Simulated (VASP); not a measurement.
Runs of VASP 6.6.1 on TaN. It takes space group P6/mmm (No. 191, hexagonal). The conventional cell has a = 5.191 Å, b = 5.191 Å, c = 2.908 Å, α = 90.00°, β = 90.00°, γ = 120.00°. Within 3.4 Å of Ta (site symmetry 6/mmm) lie 6 N at 2.60 Å and 14 Ta at 2.91 to 3.33 Å. Ta (site symmetry -6m2) has 6 N at 2.09 Å within 2.8 Å. Within 2.8 Å of N (site symmetry mmm) lie 6 Ta at 2.09 to 2.60 Å and 4 N at 2.60 Å. 

```tsv
k mesh	gap on the mesh (eV)	pressure (GPa)
2 × 2 × 3	none	-3.7
2 × 2 × 4	none	-3.3
3 × 3 × 5	none	(a)
6 × 6 × 10	none	-3.6
5 × 5 × 8	none	-3.6
4 × 4 × 6	none	-3.2
```

Alike in all rows: task single point; level LDA; potentials or basis VASP PAW LDA potentials, release 64 (Ta_pv, N); no spin polarisation; cell as given; cutoff (eV) 520; smearing fermi-dirac 0.1 eV.

Q: Fill in the values left out.

A: (a) -2.8.

Caveats: some runs use coarse meshes; spin-orbit coupling is left out, which moves the levels of the heavy elements.

A k mesh can miss the band edges, and the runs leave out spin-orbit coupling on Ta.

A gap of «none» marks levels without a gap at the run's occupations.
